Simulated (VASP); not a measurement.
# Y (P6_3/mmc) in VASP: single point with PBEsol

Aim: the single point of Y with PBEsol.

Program: VASP 6.6.1. These are calculated values, not measurements. Logs are shortened: lines on timing, memory, paths and dates and some standing lists are left out, and cuts for length are marked.

## 1. The cell of the first run

Symmetry: P6_3/mmc, No. 194, hexagonal system. The conventional cell has a = 3.605 Å, b = 3.605 Å, c = 5.563 Å, α = 90.00°, β = 90.00°, γ = 120.00°. Y (site symmetry -6m2) has 12 Y at 3.47 to 3.61 Å within 4.6 Å.

## 2. Single point, PBEsol

INCAR reads:

```
SYSTEM = Y
PREC = Accurate ; ENCUT = 520
EDIFF = 1E-6 ; ISMEAR = 0
SIGMA = 0.05 ; LREAL = .False.
LASPH = .True. ; NELM = 60
ALGO = Fast ; ISIF = 2
LWAVE = .False. ; LCHARG = .False.
GGA = PS ; NBANDS = 18
```

KPOINTS reads:

```
regular mesh
0
Gamma
  10 10 6
  0 0 0
```

POSCAR reads:

```
Y
1.0
    3.6053140020      0.0000000000      0.0000000000
   -1.8026570010      3.1222935144      0.0000000000
    0.0000000000      0.0000000000      5.5632628682
Y
2
Direct
    0.3333333333      0.6666666667      0.7500000000
    0.6666666667      0.3333333333      0.2500000000
```

Potentials or basis: VASP PAW PBE potentials, release 64 (Y_sv).

Launch:

```console
$ cat potpaw_PBE.64/Y_sv/POTCAR > POTCAR
$ mpirun -np 1 vasp_std > vasp.out
```

OUTCAR:

```text
SYSTEM = Y
   PREC = Accurate
   ENCUT = 520
   EDIFF = 1E-6
   ISMEAR = 0
   LREAL = .False.
   LASPH = .True.
   NELM = 60
   ISIF = 2
   GGA = PS

 ion  position               nearest neighbor table
   1  0.333  0.667  0.750-   2 3.47   2 3.47   2 3.47   2 3.47   2 3.47   2 3.47
   2  0.667  0.333  0.250-   1 3.47   1 3.47   1 3.47   1 3.47   1 3.47   1 3.47

  LATTYP: Found a hexagonal cell.
 ALAT       =     3.6053140020
 C/A-ratio  =     1.5430730486

  Lattice vectors:

 A1 = (   3.6053140020,   0.0000000000,   0.0000000000)
 A2 = (  -1.8026570010,   3.1222935144,   0.0000000000)
 A3 = (   0.0000000000,   0.0000000000,   5.5632628682)

Analysis of symmetry for initial positions (statically):
=====================================================================
 Subroutine PRICEL returns:
 Original cell was already a primitive cell.

 Routine SETGRP: Setting up the symmetry group for a
 hexagonal supercell.

 Subroutine GETGRP returns: Found 24 space group operations
 (whereof 12 operations were pure point group operations)
 out of a pool of 24 trial point group operations.

The static configuration has the point symmetry D_3d.
 The point group associated with its full space group is D_6h.

Analysis of symmetry for dynamics (positions and initial velocities):
=====================================================================
 Subroutine PRICEL returns:
 Original cell was already a primitive cell.

 Routine SETGRP: Setting up the symmetry group for a
 hexagonal supercell.

 Subroutine GETGRP returns: Found 24 space group operations
 (whereof 12 operations were pure point group operations)
 out of a pool of 24 trial point group operations.

The dynamic configuration has the point symmetry D_3d.
 The point group associated with its full space group is D_6h.

 Subroutine INISYM returns: Found 24 space group operations
 (whereof 12 operations are pure point group operations),
 and found     1 'primitive' translations

----------------------------------------------------------------------------------------

                                     Primitive cell

  volume of cell :      62.6248

  direct lattice vectors                    reciprocal lattice vectors
     3.605314002  0.000000000  0.000000000     0.277368351  0.160138692  0.000000000
    -1.802657001  3.122293514  0.000000000     0.000000000  0.320277384  0.000000000
     0.000000000  0.000000000  5.563262868     0.000000000  0.000000000  0.179750629

  length of vectors
     3.605314002  3.605314002  5.563262868     0.320277384  0.320277384  0.179750629

  position of ions in fractional coordinates (direct lattice)
     0.333333333  0.666666667  0.750000000
     0.666666667  0.333333333  0.250000000

  ion indices of the primitive-cell ions
   primitive index   ion index
                 1           1
                 2           2

----------------------------------------------------------------------------------------

 KPOINTS: regular mesh

Automatic generation of k-mesh.
 Grid dimensions read from file:
 generate k-points for:   10   10    6

 Generating k-lattice:

  Cartesian coordinates                     Fractional coordinates (reciprocal lattice)
     0.027736835  0.016013869  0.000000000     0.100000000  0.000000000  0.000000000
     0.000000000  0.032027738  0.000000000     0.000000000  0.100000000  0.000000000
     0.000000000  0.000000000  0.029958438     0.000000000  0.000000000  0.166666667

  Length of vectors
     0.032027738  0.032027738  0.029958438

  Shift w.r.t. Gamma in fractional coordinates (k-lattice)
     0.000000000  0.000000000  0.000000000

 Subroutine IBZKPT returns following result:
 ===========================================

 Found     56 irreducible k-points:

 Following reciprocal coordinates:
            Coordinates               Weight
  0.000000  0.000000  0.000000      1.000000
  0.100000  0.000000  0.000000      6.000000
  0.200000  0.000000  0.000000      6.000000
  0.300000  0.000000  0.000000      6.000000
  0.400000  0.000000  0.000000      6.000000
  0.500000  0.000000  0.000000      3.000000
[... 16 lines left out ...]
  0.300000  0.100000  0.166667     24.000000
  0.400000  0.100000  0.166667     24.000000
 [... further k-points ...]
   k-points           NKPTS =     56   k-points in BZ     NKDIM =     56   number of bands    NBANDS=     18
   number of dos      NEDOS =    301   number of ions     NIONS =      2
   total plane-waves  NPLWV =  32928
   dimension x,y,z NGX =    28 NGY =   28 NGZ =   42
   dimension x,y,z NGXF=    56 NGYF=   56 NGZF=   84
   ions per type =               2
   NGX,Y,Z   is equivalent  to a cutoff of  12.91, 12.91, 12.55 a.u.
   NGXF,Y,Z  is equivalent  to a cutoff of  25.82, 25.82, 25.10 a.u.
 SYSTEM =  Y
   PREC   = accura    normal or accurate (medium, high low for compatibility)
   ISTART =      0    job   : 0-new  1-cont  2-samecut
   ICHARG =      2    charge: 1-file 2-atom 10-const
   ISPIN  =      1    spin polarized calculation?
   LNONCOLLINEAR =      F non collinear calculations
   LSORBIT =      F    spin-orbit coupling
   LASPH  =      T    aspherical Exc in radial PAW
   ENCUT  =  520.0 eV  38.22 Ry    6.18 a.u.   6.70  6.70 10.34*2*pi/ulx,y,z
   NELM   =     60;   NELMIN=  2; NELMDL= -5     # of ELM steps
   EDIFF  = 0.1E-05   stopping-criterion for ELM
   LREAL  =      F    real-space projection
   EDIFFG = 0.1E-04   stopping-criterion for IOM
   NSW    =      0    number of steps for IOM
   IBRION =     -1    ionic relax: 0-MD 1-quasi-New 2-CG
   NFREE  =      0    steps in history (QN), initial steepest desc. (CG)
   ISIF   =      2    stress and relaxation
   ISYM   =      2    0-nonsym 1-usesym 2-fastsym
   POTIM  = 0.5000    time-step for ionic-motion
   TEBEG  =    0.0;   TEEND  =   0.0 temperature during run
   PSTRESS=    0.0 pullay stress
   NELECT =      22.0000    total number of electrons
   NUPDOWN=      -1.0000    fix difference up-down
   EMIN   =  10.00;   EMAX   =-10.00  energy-range for DOS
   EFERMI =   0.00;   METHOD = LEGACY
   ISMEAR =     0;   SIGMA  =   0.05  broadening in eV -4-tet -1-fermi 0-gaus
   EFERMI_NEDOS =   21; number of points for ismear=-14 and -15
   IALGO  =     68    algorithm
   IMIX   =      4    mixing-type and parameters
     AMIX     =   0.40;   BMIX     =  1.00
     AMIX_MAG =   1.60;   BMIX_MAG =  1.00
  volume/ion in A,a.u.               =      31.31       211.31
  Fermi-wavevector in a.u.,A,eV,Ry     =   1.155137  2.182893 18.154826  1.334342
  Thomas-Fermi vector in A             =   2.291768
   LORBIT       =      0    0 simple, 1 ext, 2 COOP (PROOUT), +10 PAW based schemes
   GGA     = PS    functional components
   LHFCALC =     F    Hartree Fock is set to
   AEXX    =    0.0000 exact exchange contribution
   IVDW    =     0    specifies the selected vdW correction
   LEPSILON=     F    determine dielectric tensor
   LRPA    =     F    only Hartree local field effects (RPA)
 non-spin polarized calculation
 RMM-DIIS sequential band-by-band and
 Gauss-broadening in eV      SIGMA  =   0.05
  energy-cutoff  :      520.00
  volume of cell :       62.62
 maximum number of plane-waves:      1713
 NGX is ok and might be reduce to    28
   NGX = 13   NGY = 13   NGZ = 21

 number of electron      22.0000002 magnetization

 Free energy of the ion-electron system (eV)
  ---------------------------------------------------
  ext. energy  EPLUGINS =         0.00000000
  ---------------------------------------------------
  free energy    TOTEN  =       -13.64810828 eV

  energy without entropy =      -13.64519451  energy(sigma->0) =      -13.64665139

 E-fermi :   3.1220     XC(G=0):  -9.7221

 val. band max:        3.1181555974   @ k =   0.5000   0.0000   0.3333
 cond. band min:       3.1286403587   @ k =   0.4000   0.0000   0.1667
 fundamental gap:      0.0104847613
 Fermi energy:         3.1220094704

 k-point     1 :       0.0000    0.0000    0.0000
  band No.  band energies     occupation
      1     -39.3715      2.00000
      2     -39.2745      2.00000
      3     -19.7423      2.00000
      4     -19.1827      2.00000
      5     -19.1827      2.00000
      6     -19.0690      2.00000
[... 10 lines left out ...]
     17       5.9000      0.00000
     18       5.9000      0.00000

 k-point     2 :       0.1000    0.0000    0.0000
  band No.  band energies     occupation
      1     -39.3655      2.00000
      2     -39.2728      2.00000
      3     -19.7213      2.00000
      4     -19.2230      2.00000
      5     -19.1969      2.00000
      6     -19.1116      2.00000
[... 10 lines left out ...]
     17       5.6957      0.00000
     18       5.7333      0.00000

 k-point     3 :       0.2000    0.0000    0.0000
  band No.  band energies     occupation
      1     -39.3494      2.00000
      2     -39.2687      2.00000
      3     -19.6624      2.00000
      4     -19.3289      2.00000
      5     -19.2323      2.00000
      6     -19.2192      2.00000
[... 10 lines left out ...]
     17       6.2159      0.00000
     18       6.2881      0.00000

 k-point     4 :       0.3000    0.0000    0.0000
  band No.  band energies     occupation
      1     -39.3277      2.00000
      2     -39.2651      2.00000
      3     -19.5774      2.00000
      4     -19.4606      2.00000
      5     -19.3449      2.00000
      6     -19.2738      2.00000
[... 10 lines left out ...]
     17       6.9372      0.00000
     18       7.1203      0.00000

 k-point     5 :       0.4000    0.0000    0.0000
  band No.  band energies     occupation
      1     -39.3075      2.00000
      2     -39.2649      2.00000
      3     -19.5671      2.00000
      4     -19.4881      2.00000
      5     -19.4417      2.00000
      6     -19.3060      2.00000
[... 10 lines left out ...]
     17       7.9318      0.00000
     18       8.0423      0.00000

 k-point     6 :       0.5000    0.0000    0.0000
  band No.  band energies     occupation
      1     -39.2982      2.00000
      2     -39.2664      2.00000
      3     -19.6077      2.00000
      4     -19.4778      2.00000
      5     -19.4417      2.00000
      6     -19.3180      2.00000
[... 10 lines left out ...]
     17       8.7241      0.00000
     18       9.1601      0.00000

 k-point     7 :       0.1000    0.1000    0.0000
  band No.  band energies     occupation
      1     -39.3545      2.00000
      2     -39.2698      2.00000
      3     -19.6813      2.00000
      4     -19.2852      2.00000
      5     -19.2455      2.00000
      6     -19.1666      2.00000
[... 10 lines left out ...]
     17       5.9203      0.00000
     18       6.2227      0.00000

 k-point     8 :       0.2000    0.1000    0.0000
  band No.  band energies     occupation
      1     -39.3355      2.00000
      2     -39.2661      2.00000
      3     -19.6089      2.00000
      4     -19.3936      2.00000
      5     -19.3340      2.00000
      6     -19.2338      2.00000
[... 10 lines left out ...]
     17       6.4152      0.00000
     18       7.0112      0.00000
[... 229 lines left out ...]
     17       7.8422      0.00000
     18       7.8800      0.00000

 k-point    20 :       0.5000    0.0000    0.1667
  band No.  band energies     occupation
      1     -39.2960      2.00000
      2     -39.2685      2.00000
      3     -19.6477      2.00000
      4     -19.5243      2.00000
      5     -19.3758      2.00000
      6     -19.3056      2.00000
[... 10 lines left out ...]
     17       8.4274      0.00000
     18       8.7035      0.00000

 k-point    21 :       0.1000    0.1000    0.1667
  band No.  band energies     occupation
      1     -39.3488      2.00000
      2     -39.2756      2.00000
      3     -19.6494      2.00000
      4     -19.2697      2.00000
      5     -19.2479      2.00000
      6     -19.1903      2.00000
[... 10 lines left out ...]
     17       6.0430      0.00000
     18       6.4342      0.00000

 k-point    22 :       0.2000    0.1000    0.1667
  band No.  band energies     occupation
      1     -39.3309      2.00000
      2     -39.2707      2.00000
      3     -19.6033      2.00000
      4     -19.3744      2.00000
      5     -19.3370      2.00000
      6     -19.2449      2.00000
[... 10 lines left out ...]
     17       6.5486      0.00000
     18       7.0307      0.00000

 k-point    23 :       0.3000    0.1000    0.1667
  band No.  band energies     occupation
      1     -39.3109      2.00000
      2     -39.2678      2.00000
      3     -19.5895      2.00000
      4     -19.4684      2.00000
      5     -19.3893      2.00000
      6     -19.2945      2.00000
[... 10 lines left out ...]
     17       7.5098      0.00000
     18       7.7633      0.00000

 k-point    24 :       0.4000    0.1000    0.1667
  band No.  band energies     occupation
      1     -39.2961      2.00000
      2     -39.2685      2.00000
      3     -19.6260      2.00000
      4     -19.5095      2.00000
      5     -19.3873      2.00000
      6     -19.3106      2.00000
[... 10 lines left out ...]
     17       8.1415      0.00000
     18       8.3749      0.00000

 [... further k-points ...]
[... 5 lines left out ...]
  --------------------------------------------------------------------------------------
  -------------------------------------------------------------------------------------
  Total       -0.0393087     -0.0393087     -0.0547077      0.0000000      0.0000000      0.0000000
  in kB       -1.0056632     -1.0056632     -1.3996287      0.0000000      0.0000000      0.0000000
  external PRESSURE =      -1.1369850 kB  Pullay stress =       0.0000000 kB

 VOLUME and BASIS-vectors are now :
 -----------------------------------------------------------------------------
  energy-cutoff  :      520.00
  volume of cell :       62.62
      direct lattice vectors                 reciprocal lattice vectors
     3.605314002  0.000000000  0.000000000     0.277368351  0.160138692  0.000000000
    -1.802657001  3.122293514  0.000000000     0.000000000  0.320277384  0.000000000
     0.000000000  0.000000000  5.563262868     0.000000000  0.000000000  0.179750629

 POSITION                                       TOTAL-FORCE (eV/Angst)
 -----------------------------------------------------------------------------------
     -0.00000      2.08153      4.17245        -0.000000      0.000000      0.000000
      1.80266      1.04076      1.39082         0.000000     -0.000000      0.000000
 -----------------------------------------------------------------------------------
    total drift:                               -0.000000      0.000000     -0.000000

  FREE ENERGIE OF THE ION-ELECTRON SYSTEM (eV)
  ---------------------------------------------------
  free  energy   TOTEN  =       -13.6481082807 eV

  energy  without entropy=      -13.6451945093  energy(sigma->0) =      -13.64665139
```

Wall time 87 s (1 thread of Intel Xeon 6975P-C (Granite Rapids), shared host); peak memory 0.22 GiB.

What came out:

```yaml
Free_energy: -13.6481 eV
Pressure: -0.1 GPa
Band_gap_on_the_k_mesh: zero (band 11 reaches 4.28 eV, above the bottom of band 12 at 2.62 eV)
```

Levels at points of the mesh, in eV from the Fermi level:
| k point | band 9 | band 10 | band 11 | band 12 | band 13 | band 14 |
| --- | --- | --- | --- | --- | --- | --- |
| (0.00, 0.00, 0.00) | -4.78 | -1.93 | 1.16 | 1.74 | 1.74 | 2.21 |
| (0.50, 0.00, 0.00) | -1.73 | -1.29 | -0.87 | -0.07 | 1.40 | 1.54 |
| (0.00, 0.00, 0.50) | -3.25 | -3.25 | 1.03 | 1.03 | 1.63 | 1.63 |
| (0.50, 0.00, 0.50) | -1.74 | -1.74 | 0.08 | 0.08 | 1.51 | 1.51 |

Caveat: the PAW data sets were made with another functional, which shifts forces and pressure a little.
